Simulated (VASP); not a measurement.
# CdS (R3m) in VASP: further runs, part 2 of 3

VASP 6.6.1.

### 4 Electric field gradients, PBE (equal xy, yz and zx shear strains of +2 %)

The input, INCAR:

```
  PREC = Accurate
  ENCUT = 520
  EDIFF = 1E-8
  ISMEAR = -1
  SIGMA = 0.02
  LREAL = False
  LASPH = True
  NELM = 80
  ALGO = Normal
  ISIF = 2
  LWAVE = False
  LCHARG = False
  GGA = PE
  LEFG = True
  NBANDS = 16
```

The input, KPOINTS:

```
Automatic mesh
0
Gamma
  7 7 7
```

The input, POSCAR:

```
CdS
1.0
    0.0588590693      2.9723829996      2.9723829996
    2.9723829996      0.0588590693      2.9723829996
    2.9723829996      2.9723829996      0.0588590693
Cd S
1 1
Direct
    0.0000000000      0.0000000000      0.0000000000
    0.7500000000      0.7500000000      0.7500000000
```

Potentials or basis: VASP PAW PBE potentials, release 64 (Cd, S).

On the command line:

```sh
> cat potpaw_PBE.64/Cd/POTCAR potpaw_PBE.64/S/POTCAR > POTCAR
> mpirun -np 1 vasp_std > vasp.out
```

OUTCAR:

```text
PREC = Accurate
   ENCUT = 520
   EDIFF = 1E-8
   ISMEAR = -1
   LREAL = False
   LASPH = True
   NELM = 80
   ISIF = 2
   GGA = PE

 ion  position               nearest neighbor table
   1  0.000  0.000  0.000-   2 2.53   2 2.53   2 2.53   2 2.60
   2  0.750  0.750  0.750-   1 2.53   1 2.53   1 2.53   1 2.60

  LATTYP: Found a trigonal (rhomboedric) cell.
 ALAT       =     4.2039964061
 COS(alpha) =     0.5197000882

  Lattice vectors:

 A1 = (   0.0588590693,   2.9723829996,   2.9723829996)
 A2 = (   2.9723829996,   0.0588590693,   2.9723829996)
 A3 = (   2.9723829996,   2.9723829996,   0.0588590693)

Analysis of symmetry for initial positions (statically):
=====================================================================
 Subroutine PRICEL returns:
 Original cell was already a primitive cell.

 Routine SETGRP: Setting up the symmetry group for a
 trigonal (rhombohedral) supercell.

 Subroutine GETGRP returns: Found  6 space group operations
 (whereof  6 operations were pure point group operations)
 out of a pool of 12 trial point group operations.

The static configuration has the point symmetry C_3v.

Analysis of symmetry for dynamics (positions and initial velocities):
=====================================================================
 Subroutine PRICEL returns:
 Original cell was already a primitive cell.

 Routine SETGRP: Setting up the symmetry group for a
 trigonal (rhombohedral) supercell.

 Subroutine GETGRP returns: Found  6 space group operations
 (whereof  6 operations were pure point group operations)
 out of a pool of 12 trial point group operations.

The dynamic configuration has the point symmetry C_3v.

 Subroutine INISYM returns: Found  6 space group operations
 (whereof  6 operations are pure point group operations),
 and found     1 'primitive' translations

----------------------------------------------------------------------------------------

                                     Primitive cell

  volume of cell :      50.9625

  direct lattice vectors                    reciprocal lattice vectors
     0.058859069  2.972383000  2.972383000    -0.173295972  0.169931001  0.169931001
     2.972383000  0.058859069  2.972383000     0.169931001 -0.173295972  0.169931001
     2.972383000  2.972383000  0.058859069     0.169931001  0.169931001 -0.173295972

  length of vectors
     4.203996406  4.203996406  4.203996406     0.296284634  0.296284634  0.296284634

  position of ions in fractional coordinates (direct lattice)
     0.000000000  0.000000000  0.000000000
     0.750000000  0.750000000  0.750000000

  ion indices of the primitive-cell ions
   primitive index   ion index
                 1           1
                 2           2

----------------------------------------------------------------------------------------

 KPOINTS: Automatic mesh

Automatic generation of k-mesh.
 Grid dimensions read from file:
 generate k-points for:    7    7    7
[... 60 lines left out ...]
   LSORBIT =      F    spin-orbit coupling
   LASPH  =      T    aspherical Exc in radial PAW
   ENCUT  =  520.0 eV  38.22 Ry    6.18 a.u.   7.82  7.82  7.82*2*pi/ulx,y,z
   NELM   =     80;   NELMIN=  2; NELMDL= -5     # of ELM steps
   EDIFF  = 0.1E-07   stopping-criterion for ELM
   LREAL  =      F    real-space projection
   EDIFFG = 0.1E-06   stopping-criterion for IOM
   NSW    =      0    number of steps for IOM
   IBRION =     -1    ionic relax: 0-MD 1-quasi-New 2-CG
   NFREE  =      0    steps in history (QN), initial steepest desc. (CG)
   ISIF   =      2    stress and relaxation
   ISYM   =      2    0-nonsym 1-usesym 2-fastsym
   POTIM  = 0.5000    time-step for ionic-motion
   TEBEG  =    0.0;   TEEND  =   0.0 temperature during run
   PSTRESS=    0.0 pullay stress
   NELECT =      18.0000    total number of electrons
   NUPDOWN=      -1.0000    fix difference up-down
   EMIN   =  10.00;   EMAX   =-10.00  energy-range for DOS
   EFERMI =   0.00;   METHOD = LEGACY
   ISMEAR =    -1;   SIGMA  =   0.02  broadening in eV -4-tet -1-fermi 0-gaus
   EFERMI_NEDOS =   21; number of points for ismear=-14 and -15
   IALGO  =     38    algorithm
   IMIX   =      4    mixing-type and parameters
     AMIX     =   0.40;   BMIX     =  1.00
     AMIX_MAG =   1.60;   BMIX_MAG =  1.00
  volume/ion in A,a.u.               =      25.48       171.96
  Fermi-wavevector in a.u.,A,eV,Ry     =   1.157219  2.186826 18.220310  1.339155
  Thomas-Fermi vector in A             =   2.293832
   LORBIT       =      0    0 simple, 1 ext, 2 COOP (PROOUT), +10 PAW based schemes
   GGA     = PE    functional components
[... 5 lines left out ...]
 non-spin polarized calculation
  energy-cutoff  :      520.00
  volume of cell :       50.96
 maximum number of plane-waves:      1393
   NGX = 15   NGY = 15   NGZ = 15

 number of electron      18.0000004 magnetization

 Free energy of the ion-electron system (eV)
  ---------------------------------------------------
  ext. energy  EPLUGINS =         0.00000000
  ---------------------------------------------------
  free energy    TOTEN  =        -6.13133628 eV

  energy without entropy =       -6.13133628  energy(sigma->0) =       -6.13133628

 E-fermi :   1.5323     XC(G=0):  -9.0242

 val. band max:        1.1200579758   @ k =   0.0000   0.0000   0.0000
 cond. band min:       2.1775415451   @ k =   0.0000   0.0000   0.0000
 fundamental gap:      1.0574835693
 Fermi energy:         1.5322667823

 k-point     1 :       0.0000    0.0000    0.0000
  band No.  band energies     occupation
      1     -11.1225      2.00000
      2      -6.5593      2.00000
      3      -6.5593      2.00000
      4      -6.5277      2.00000
      5      -6.1040      2.00000
      6      -6.1040      2.00000
[... 433 lines left out ...]
      3      -6.3909      2.00000
      4      -6.2116      2.00000
      5      -6.0745      2.00000
      6      -5.9778      2.00000
[... 8 lines left out ...]
     15      13.4822      0.00000
     16      14.7932      0.00000

 [... further k-points ...]
[... 5 lines left out ...]
  --------------------------------------------------------------------------------------
  -------------------------------------------------------------------------------------
  Total        0.5040394      0.5040394      0.5040394     -0.3047358     -0.3047358     -0.3047358
  in kB       15.8461705     15.8461705     15.8461705     -9.5803913     -9.5803913     -9.5803913
  external PRESSURE =      15.8461705 kB  Pullay stress =       0.0000000 kB

 VOLUME and BASIS-vectors are now :
 -----------------------------------------------------------------------------
  energy-cutoff  :      520.00
  volume of cell :       50.96
      direct lattice vectors                 reciprocal lattice vectors
     0.058859069  2.972383000  2.972383000    -0.173295972  0.169931001  0.169931001
     2.972383000  0.058859069  2.972383000     0.169931001 -0.173295972  0.169931001
     2.972383000  2.972383000  0.058859069     0.169931001  0.169931001 -0.173295972

 POSITION                                       TOTAL-FORCE (eV/Angst)
 -----------------------------------------------------------------------------------
      0.00000      0.00000      0.00000        -0.111164     -0.111164     -0.111164
      4.50272      4.50272      4.50272         0.111164      0.111164      0.111164
 -----------------------------------------------------------------------------------
    total drift:                               -0.000150     -0.000150     -0.000149

  FREE ENERGIE OF THE ION-ELECTRON SYSTEM (eV)
  ---------------------------------------------------
  free  energy   TOTEN  =        -6.1313362793 eV

  energy  without entropy=       -6.1313362793  energy(sigma->0) =       -6.13133628

 Electric field gradients (V/A^2)
---------------------------------------------------------------------
 ion       V_xx      V_yy      V_zz      V_xy      V_xz      V_yz
---------------------------------------------------------------------
   1      -0.000     0.000    -0.000    10.921    10.921    10.921
   2      -0.000    -0.000    -0.000     2.184     2.184     2.184
---------------------------------------------------------------------

 Electric field gradients after diagonalization (V/A^2)
 (convention: |V_zz| > |V_xx| > |V_yy|)
----------------------------------------------------------------------
 ion       V_xx      V_yy      V_zz     asymmetry (V_yy - V_xx)/ V_zz
----------------------------------------------------------------------
   1     -10.921   -10.921    21.841       0.000
   2      -2.184    -2.184     4.368       0.000
----------------------------------------------------------------------

           NMR quadrupolar parameters

 Cq : quadrupolar parameter    Cq=e*Q*V_zz/h
 eta: asymmetry parameters     (V_yy - V_xx)/ V_zz
 Q  : nuclear electric quadrupole moment in mb (millibarn)
----------------------------------------------------------------------
 ion       Cq(MHz)       eta       Q (mb)
----------------------------------------------------------------------
   1       0.053       0.000       1.000
   2       0.011       0.000       1.000
----------------------------------------------------------------------
```

stdout:

```text
POSCAR found type information on POSCAR CdS
 POSCAR found :  2 types and       2 ions
 scaLAPACK will be used
 LDA part: xc-table for (Slater+PW92), standard interpolation
 POSCAR, INCAR and KPOINTS ok, starting setup
 FFT: planning ... GRIDC
 FFT: planning ... GRID_SOFT
 FFT: planning ... GRID
 WAVECAR not read
 entering main loop
ion   1

ion   2
```

Wall time 26 s (1 thread of Intel Xeon Platinum 8259CL at 2.50GHz (Skylake/Cascade Lake), shared host); peak memory 0.19 GiB.

What came out:

* Free energy: -6.1313 eV
* Pressure: 1.6 GPa
* Largest force: 0.193 eV/Å
* Band gap on the k mesh: 1.06 eV, direct

Forces in eV/Å, atoms in the order of the input:
```
Cd  -0.111 -0.111 -0.111
S    0.111  0.111  0.111
```

Electric field gradients, principal values (V/Å²):
```
atom    least   middle  greatest (by size)
1 Cd  -10.921  -10.921              21.841
 2 S   -2.184   -2.184               4.368
```

Caveat: the cell differs from its parent crystal (equal xy, yz and zx shear strains of +2 %); without QUAD_EFG the Cq values of the log hold for a quadrupole moment of 1 mb, not for the nuclei.

(Part 2 of 3 ends here.)
